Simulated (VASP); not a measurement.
# Sn (I4_1/amd) in VASP: further runs

The runs below take Sn through single point, with PBE, r2SCAN.

Program: VASP 6.6.1. These are calculated values, not measurements. Logs are shortened: lines on timing, memory, paths and dates and some standing lists are left out, and cuts for length are marked.

## 1. The cell of the first run

Symmetry: I4_1/amd, No. 141, tetragonal system. Conventional cell: a = 5.879 Å, b = 5.879 Å, c = 3.150 Å, α = 90.00°, β = 90.00°, γ = 90.00°. Within 4.0 Å of Sn (site symmetry -4m2) lie 10 Sn at 3.04 to 3.77 Å.

## 2. Single point, PBE (strained)

INCAR reads:

```
SYSTEM = Sn
PREC     = Accurate       ! precision mode
ENCUT    = 520            ! plane-wave cutoff, eV
EDIFF    = 1E-7           ! SCF threshold, eV
ISMEAR   = 0              ! smearing method
SIGMA    = 0.1            ! smearing width, eV
LREAL    = .FALSE.        ! projectors in reciprocal space
LASPH    = .TRUE.         ! aspherical terms in the spheres
NELM     = 60             ! most SCF steps
ALGO     = Fast           ! electronic algorithm
ISIF     = 2              ! what is computed and relaxed
LWAVE    = .FALSE.        ! write WAVECAR
LCHARG   = .FALSE.        ! write CHGCAR
GGA      = PE             ! functional
NBANDS   = 21             ! bands
```

KPOINTS reads:

```
Automatic mesh
0
G
  14 14 14
  0 0 0
```

POSCAR reads:

```
Sn
1.0
   -2.9395524272      2.9395524272      1.5749925987
    2.9395524272     -2.9395524272      1.5749925987
    2.9395524272      2.9395524272     -1.5749925987
Sn
2
Direct
    0.7500000000      0.2500000000      0.5000000000
    0.0000000000      0.0000000000      0.0000000000
```

Potentials or basis: VASP PAW PBE potentials, release 64 (Sn_d).

On the command line:

```sh
$ cat potpaw_PBE.64/Sn_d/POTCAR > POTCAR
$ mpirun -np 1 vasp_std > vasp.out
```

OUTCAR:

```text
SYSTEM = Sn
   PREC = Accurate
   ENCUT = 520
   EDIFF = 1E-7
   ISMEAR = 0
   LREAL = .FALSE.
   LASPH = .TRUE.
   NELM = 60
   ISIF = 2
   GGA = PE

 ion  position               nearest neighbor table
   1  0.750  0.250  0.500-   2 3.04   2 3.04   2 3.04   2 3.04
   2  0.000  0.000  0.000-   1 3.04   1 3.04   1 3.04   1 3.04

  LATTYP: Found a body centered tetragonal cell.
 ALAT       =     5.8791048544
 C/A-ratio  =     0.5357933351

  Lattice vectors:

 A1 = (  -2.9395524272,   2.9395524272,   1.5749925987)
 A2 = (   2.9395524272,  -2.9395524272,   1.5749925987)
 A3 = (   2.9395524272,   2.9395524272,  -1.5749925987)

Analysis of symmetry for initial positions (statically):
=====================================================================
 Subroutine PRICEL returns:
 Original cell was already a primitive cell.

 Routine SETGRP: Setting up the symmetry group for a
 body centered tetragonal supercell.

 Subroutine GETGRP returns: Found 16 space group operations
 (whereof  8 operations were pure point group operations)
 out of a pool of 16 trial point group operations.

The static configuration has the point symmetry D_2d.
 The point group associated with its full space group is D_4h.

Analysis of symmetry for dynamics (positions and initial velocities):
=====================================================================
 Subroutine PRICEL returns:
 Original cell was already a primitive cell.

 Routine SETGRP: Setting up the symmetry group for a
 body centered tetragonal supercell.

 Subroutine GETGRP returns: Found 16 space group operations
 (whereof  8 operations were pure point group operations)
 out of a pool of 16 trial point group operations.

The dynamic configuration has the point symmetry D_2d.
 The point group associated with its full space group is D_4h.

 Subroutine INISYM returns: Found 16 space group operations
 (whereof  8 operations are pure point group operations),
 and found     1 'primitive' translations

----------------------------------------------------------------------------------------

                                     Primitive cell

  volume of cell :      54.4378

  direct lattice vectors                    reciprocal lattice vectors
    -2.939552427  2.939552427  1.574992599     0.000000000  0.170093922  0.317461809
     2.939552427 -2.939552427  1.574992599     0.170093922  0.000000000  0.317461809
     2.939552427  2.939552427 -1.574992599     0.170093922  0.170093922  0.000000000

  length of vectors
     4.445507691  4.445507691  4.445507691     0.360158219  0.360158219  0.240549131

  position of ions in fractional coordinates (direct lattice)
     0.750000000  0.250000000  0.500000000
     0.000000000  0.000000000  0.000000000

  ion indices of the primitive-cell ions
   primitive index   ion index
                 1           1
                 2           2

----------------------------------------------------------------------------------------

 KPOINTS: Automatic mesh

Automatic generation of k-mesh.
 Grid dimensions read from file:
 generate k-points for:   14   14   14

 Generating k-lattice:

  Cartesian coordinates                     Fractional coordinates (reciprocal lattice)
     0.000000000  0.012149566  0.022675844     0.071428571  0.000000000  0.000000000
     0.012149566  0.000000000  0.022675844     0.000000000  0.071428571  0.000000000
     0.012149566  0.012149566  0.000000000     0.000000000  0.000000000  0.071428571

  Length of vectors
     0.025725587  0.025725587  0.017182081

  Shift w.r.t. Gamma in fractional coordinates (k-lattice)
     0.000000000  0.000000000  0.000000000

 Subroutine IBZKPT returns following result:
 ===========================================

 Found    244 irreducible k-points:

 Following reciprocal coordinates:
            Coordinates               Weight
  0.000000  0.000000  0.000000      1.000000
  0.071429  0.000000 -0.000000      8.000000
  0.142857  0.000000 -0.000000      8.000000
  0.214286  0.000000 -0.000000      8.000000
  0.285714 -0.000000  0.000000      8.000000
  0.357143  0.000000 -0.000000      8.000000
[... 16 lines left out ...]
  0.214286  0.142857 -0.000000     16.000000
  0.285714  0.142857  0.000000     16.000000
 [... further k-points ...]
   k-points           NKPTS =    244   k-points in BZ     NKDIM =    244   number of bands    NBANDS=     21
   number of dos      NEDOS =    301   number of ions     NIONS =      2
   total plane-waves  NPLWV =  46656
   dimension x,y,z NGX =    36 NGY =   36 NGZ =   36
   dimension x,y,z NGXF=    72 NGYF=   72 NGZF=   72
   ions per type =               2
   NGX,Y,Z   is equivalent  to a cutoff of  13.46, 13.46, 13.46 a.u.
   NGXF,Y,Z  is equivalent  to a cutoff of  26.93, 26.93, 26.93 a.u.
 SYSTEM =  Sn
   PREC   = accura    normal or accurate (medium, high low for compatibility)
   ISTART =      0    job   : 0-new  1-cont  2-samecut
   ICHARG =      2    charge: 1-file 2-atom 10-const
   ISPIN  =      1    spin polarized calculation?
   LNONCOLLINEAR =      F non collinear calculations
   LSORBIT =      F    spin-orbit coupling
   LASPH  =      T    aspherical Exc in radial PAW
   ENCUT  =  520.0 eV  38.22 Ry    6.18 a.u.   8.27  8.27  8.27*2*pi/ulx,y,z
   NELM   =     60;   NELMIN=  2; NELMDL= -5     # of ELM steps
   EDIFF  = 0.1E-06   stopping-criterion for ELM
   LREAL  =      F    real-space projection
   EDIFFG = 0.1E-05   stopping-criterion for IOM
   NSW    =      0    number of steps for IOM
   IBRION =     -1    ionic relax: 0-MD 1-quasi-New 2-CG
   NFREE  =      0    steps in history (QN), initial steepest desc. (CG)
   ISIF   =      2    stress and relaxation
   ISYM   =      2    0-nonsym 1-usesym 2-fastsym
   POTIM  = 0.5000    time-step for ionic-motion
   TEBEG  =    0.0;   TEEND  =   0.0 temperature during run
   PSTRESS=    0.0 pullay stress
   NELECT =      28.0000    total number of electrons
   NUPDOWN=      -1.0000    fix difference up-down
   EMIN   =  10.00;   EMAX   =-10.00  energy-range for DOS
   EFERMI =   0.00;   METHOD = LEGACY
   ISMEAR =     0;   SIGMA  =   0.10  broadening in eV -4-tet -1-fermi 0-gaus
   EFERMI_NEDOS =   21; number of points for ismear=-14 and -15
   IALGO  =     68    algorithm
   IMIX   =      4    mixing-type and parameters
     AMIX     =   0.40;   BMIX     =  1.00
     AMIX_MAG =   1.60;   BMIX_MAG =  1.00
  volume/ion in A,a.u.               =      27.22       183.68
  Fermi-wavevector in a.u.,A,eV,Ry     =   1.311678  2.478712 23.408809  1.720499
  Thomas-Fermi vector in A             =   2.442123
   LORBIT       =      0    0 simple, 1 ext, 2 COOP (PROOUT), +10 PAW based schemes
   GGA     = PE    functional components
   LHFCALC =     F    Hartree Fock is set to
   AEXX    =    0.0000 exact exchange contribution
   IVDW    =     0    specifies the selected vdW correction
   LEPSILON=     F    determine dielectric tensor
   LRPA    =     F    only Hartree local field effects (RPA)
 non-spin polarized calculation
 RMM-DIIS sequential band-by-band and
 Gauss-broadening in eV      SIGMA  =   0.10
  energy-cutoff  :      520.00
  volume of cell :       54.44
 maximum number of plane-waves:      1486
 NGX is ok and might be reduce to    36
   NGX = 17   NGY = 17   NGZ = 17

 number of electron      27.9999994 magnetization

 Free energy of the ion-electron system (eV)
  ---------------------------------------------------
  ext. energy  EPLUGINS =         0.00000000
  ---------------------------------------------------
  free energy    TOTEN  =        -7.59176946 eV

  energy without entropy =       -7.58559338  energy(sigma->0) =       -7.58868142

 E-fermi :   7.9332     XC(G=0): -10.2908

 val. band max:        7.9070396237   @ k =   0.3571   0.3571   0.0714
 cond. band min:       7.9344095599   @ k =  -0.1429   0.5000   0.1429
 fundamental gap:      0.0273699363
 Fermi energy:         7.9331669441

 k-point     1 :       0.0000    0.0000    0.0000
  band No.  band energies     occupation
      1     -13.7089      2.00000
      2     -13.6453      2.00000
      3     -13.5921      2.00000
      4     -13.5866      2.00000
      5     -13.4244      2.00000
      6     -13.4244      2.00000
[... 13 lines left out ...]
     20      17.6105      0.00000
     21      18.3291      0.00000

 k-point     2 :       0.0714    0.0000   -0.0000
  band No.  band energies     occupation
      1     -13.7059      2.00000
      2     -13.6337      2.00000
      3     -13.5829      2.00000
      4     -13.5785      2.00000
      5     -13.4328      2.00000
      6     -13.4320      2.00000
[... 13 lines left out ...]
     20      17.5608      0.00000
     21      17.8113      0.00000

 k-point     3 :       0.1429    0.0000   -0.0000
  band No.  band energies     occupation
      1     -13.6963      2.00000
      2     -13.6024      2.00000
      3     -13.5726      2.00000
      4     -13.5437      2.00000
      5     -13.4515      2.00000
      6     -13.4436      2.00000
[... 13 lines left out ...]
     20      16.4808      0.00000
     21      16.5766      0.00000

 k-point     4 :       0.2143    0.0000   -0.0000
  band No.  band energies     occupation
      1     -13.6814      2.00000
      2     -13.5628      2.00000
      3     -13.5579      2.00000
      4     -13.5097      2.00000
      5     -13.4744      2.00000
      6     -13.4435      2.00000
[... 13 lines left out ...]
     20      15.5380      0.00000
     21      16.2754      0.00000

 k-point     5 :       0.2857   -0.0000    0.0000
  band No.  band energies     occupation
      1     -13.6648      2.00000
      2     -13.5441      2.00000
      3     -13.5359      2.00000
      4     -13.5088      2.00000
      5     -13.4943      2.00000
      6     -13.4521      2.00000
[... 13 lines left out ...]
     20      14.8628      0.00000
     21      16.7391      0.00000
[... 382 lines left out ...]
     20      17.9334      0.00000
     21      18.4215      0.00000

 k-point    22 :       0.1429    0.1429   -0.0000
  band No.  band energies     occupation
      1     -13.6751      2.00000
      2     -13.5497      2.00000
      3     -13.5354      2.00000
      4     -13.4925      2.00000
      5     -13.4762      2.00000
      6     -13.4664      2.00000
[... 13 lines left out ...]
     20      15.2063      0.00000
     21      15.5139      0.00000

 k-point    23 :       0.2143    0.1429   -0.0000
  band No.  band energies     occupation
      1     -13.6631      2.00000
      2     -13.5448      2.00000
      3     -13.5351      2.00000
      4     -13.4971      2.00000
      5     -13.4928      2.00000
      6     -13.4781      2.00000
[... 13 lines left out ...]
     20      14.9923      0.00000
     21      15.9596      0.00000

 k-point    24 :       0.2857    0.1429    0.0000
  band No.  band energies     occupation
      1     -13.6535      2.00000
      2     -13.5572      2.00000
      3     -13.5264      2.00000
      4     -13.5182      2.00000
      5     -13.4888      2.00000
      6     -13.4840      2.00000
[... 13 lines left out ...]
     20      15.4625      0.00000
     21      16.8109      0.00000

 [... further k-points ...]

------------------------ aborting loop because EDIFF is reached ----------------------------------------

  FORCE on cell =-STRESS in cart. coord.  units (eV):
  Direction    XX          YY          ZZ          XY          YZ          ZX
  --------------------------------------------------------------------------------------
  -------------------------------------------------------------------------------------
  Total        0.6713047      0.6713047      0.8983093      0.0000000      0.0000000      0.0000000
  in kB       19.7573791     19.7573791     26.4384223      0.0000000      0.0000000      0.0000000
  external PRESSURE =      21.9843935 kB  Pullay stress =       0.0000000 kB

 VOLUME and BASIS-vectors are now :
 -----------------------------------------------------------------------------
  energy-cutoff  :      520.00
  volume of cell :       54.44
      direct lattice vectors                 reciprocal lattice vectors
    -2.939552427  2.939552427  1.574992599     0.000000000  0.170093922  0.317461809
     2.939552427 -2.939552427  1.574992599     0.170093922  0.000000000  0.317461809
     2.939552427  2.939552427 -1.574992599     0.170093922  0.170093922  0.000000000

 POSITION                                       TOTAL-FORCE (eV/Angst)
 -----------------------------------------------------------------------------------
      0.00000      2.93955      0.78750        -0.000000      0.000000      0.000000
      0.00000      0.00000      0.00000         0.000000     -0.000000     -0.000000
 -----------------------------------------------------------------------------------
    total drift:                               -0.000000      0.000000     -0.000000

  FREE ENERGIE OF THE ION-ELECTRON SYSTEM (eV)
  ---------------------------------------------------
  free  energy   TOTEN  =        -7.5917694558 eV

  energy  without entropy=       -7.5855933834  energy(sigma->0) =       -7.58868142
```

Wall time 4.5 min (1 thread of Intel Xeon 6975P-C, shared host); peak memory 0.37 GiB.

Results:

```yaml
Free_energy: -7.5918 eV
Pressure: 2.2 GPa
Band_gap_on_the_k_mesh: zero (band 14 reaches 9.28 eV, above the bottom of band 15 at 5.40 eV)
```

Levels at points of the mesh, in eV from the Fermi level:
| k point | band 11 | band 12 | band 13 | band 14 | band 15 | band 16 | band 17 | band 18 |
| --- | --- | --- | --- | --- | --- | --- | --- | --- |
| (0.00, 0.00, 0.00) | -11.11 | -3.80 | -2.03 | -2.03 | 2.93 | 6.08 | 6.08 | 7.08 |
| (0.50, 0.00, 0.00) | -6.80 | -5.32 | -2.33 | -1.75 | -1.06 | 2.28 | 2.84 | 4.64 |
| (0.50, 0.50, 0.00) | -8.90 | -8.90 | 0.52 | 0.52 | 1.45 | 1.45 | 6.28 | 6.28 |
| (0.50, 0.50, 0.50) | -7.61 | -7.61 | -4.80 | -4.80 | 5.34 | 5.34 | 9.15 | 9.15 |

Caveat: the cell differs from its parent crystal (strained); spin-orbit coupling is left out, which moves the levels of the heavy elements.

## 3. Single point, r2SCAN (functional r2SCAN, strained)

POSCAR reads:

```
Sn
1.0
   -3.1118740593      3.1118740593      1.5487800391
    3.1118740593     -3.1118740593      1.5487800391
    3.1118740593      3.1118740593     -1.5487800391
Sn
2
Direct
    0.7500000000      0.2500000000      0.5000000000
    0.0000000000      0.0000000000      0.0000000000
```

INCAR.step1 reads:

```
SYSTEM = Sn
PREC = Accurate
ENCUT = 520
ISMEAR = 0
SIGMA = 0.1
LREAL = .False.
LASPH = .True.
NELM = 100
NBANDS = 21
GGA = PE
ALGO = Normal
EDIFF = 1E-4
LWAVE = .True.
LCHARG = .False.
```

INCAR.step2 reads:

```
SYSTEM = Sn
PREC = Accurate
ENCUT = 520
EDIFF = 1E-6
ISMEAR = 0
SIGMA = 0.1
LREAL = .False.
LASPH = .True.
NELM = 100
ALGO = Normal
ISIF = 2
LWAVE = .False.
LCHARG = .False.
METAGGA = R2SCAN
LMIXTAU = .True.
NBANDS = 21
ISTART = 1
```

KPOINTS reads:

```
regular mesh
0
Gamma
  14 14 14
  0 0 0
```

Potentials or basis: VASP PAW PBE potentials, release 64 (Sn_d).

On the command line:

```sh
$ cat potpaw_PBE.64/Sn_d/POTCAR > POTCAR
$ cp INCAR.step1 INCAR
$ mpirun -np 1 vasp_std > vasp.out
$ cp INCAR.step2 INCAR
$ mpirun -np 1 vasp_std > vasp.out
```

It took 13 min on 1 thread of Intel Xeon 6975P-C, shared host; peak memory 0.39 GiB.

The run converged. Its results:

```
Free energy            : -49.1437 eV
Pressure               : -3.3 GPa
Band gap on the k mesh : zero (band 14 reaches 7.74 eV, above the bottom of band 15 at 4.51 eV)
```

Stress tensor (GPa, compression positive):
```
-4.82  0.00  0.00
 0.00 -4.82  0.00
 0.00  0.00 -0.35
```

Levels at points of the mesh, in eV from the Fermi level:
```csv
k point,band 10,band 11,band 12,band 13,band 14,band 15,band 16,band 17,band 18,band 19
"(0.00, 0.00, 0.00)",-21.85,-10.94,-4.82,-2.18,-2.18,3.25,5.27,5.27,7.87,8.15
"(0.50, 0.00, 0.00)",-21.83,-6.38,-4.98,-2.49,-1.95,-0.64,2.76,2.79,4.32,7.07
"(0.50, 0.50, 0.00)",-21.92,-8.96,-8.96,0.16,0.16,0.94,0.94,7.50,7.50,10.01
"(0.50, 0.50, 0.50)",-21.95,-8.01,-8.01,-4.51,-4.51,6.73,6.73,7.78,7.78,12.47
```

Caveat: the cell differs from its parent crystal (functional r2SCAN, strained); the PAW data sets were made with another functional, which shifts forces and pressure a little; spin-orbit coupling is left out, which moves the levels of the heavy elements.
